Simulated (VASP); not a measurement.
Re:

```
Re
1.0
     2.70444    0.00000    0.00000
    -1.35222    2.34211    0.00000
     0.00000    0.00000    4.36719
Re
2
Direct
  0.66667 0.33333 0.75000
  0.33333 0.66667 0.25000
```

Base run:

```yaml
Program: VASP 6.6.1
Functional: r2SCAN
Dispersion: D4
Potentials_or_basis: VASP PAW PBE potentials, release 64 (Re)
Cutoff: 520 eV
k_mesh: 11 × 11 × 6
Occupations: fermi-dirac, width 0.05 eV
Spin: no spin polarisation
```

Its results: band gap on the k mesh zero (bands 7 and 8 overlap by 3.49 eV); pressure 25.3 GPa.

Problem. The run is repeated on the same cell with these changes: functional from r2SCAN to RPBE; further incar settings from ALGO = Normal; EDIFF = 1e-06; NBANDS = 14 to ALGO = Normal; EDIFF = 1e-07; NBANDS = 14. What comes out?

Solution. Band gap on the k mesh zero (bands 7 and 8 overlap by 3.42 eV); pressure 23.3 GPa.

Caveats: the cell stands under pressure; the PAW data sets were made with another functional, which shifts forces and pressure a little; spin-orbit coupling is left out, which moves the levels of the heavy elements; the dispersion term is far too large for a dense solid, which distorts pressure and volume (at least some runs).
